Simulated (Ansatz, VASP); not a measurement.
**One calculation of PdPt3Se8, two programs**

```
Pd Pt Se
1.0
     7.50099    0.00000    0.00000
    -3.75050    6.49605    0.00000
     0.00000    0.00000    6.28236
Pd Pt Se
1 3 8
Direct
  0.00000 0.00000 0.00000
  0.00000 0.50000 0.00000
  0.50000 0.50000 0.00000
  0.50000 0.00000 0.00000
  0.33333 0.66667 0.79170
  0.33421 0.16710 0.79210
  0.83290 0.66579 0.79210
  0.83290 0.16710 0.79210
  0.16710 0.83290 0.20790
  0.16710 0.33421 0.20790
  0.66579 0.83290 0.20790
  0.66667 0.33333 0.20830
```

Alike in both runs: functional PBE; k mesh 6 × 6 × 6; occupations gaussian, width 0.02 eV; no spin polarisation.

Ansatz relaxed the structure, and its values are those at the end. VASP's run is a single point on that final structure, the one shown.

|  | VASP | Ansatz |
| --- | --- | --- |
| version | VASP 6.6.1 | Ansatz 0.2.0 |
| potentials or method | VASP PAW PBE potentials, release 64 (Pd, Pt, Se), cutoff 520 eV | scalar-relativistic, plane waves, PAW |
| valence electrons in the cell | 88 | 200 |

```csv
,VASP,Ansatz,Ansatz less VASP
gap on the k mesh at the Fermi level (eV),0.47,0.48,+0.010
least direct gap on the mesh (eV),0.76,0.77,+0.009
pressure (GPa),0.0,0.0,+0.03
```

VASP's potentials hold 88 valence electrons a cell and Ansatz's 200, so a difference there can come from the potentials and not from the codes.

Neither program's run includes spin-orbit coupling.
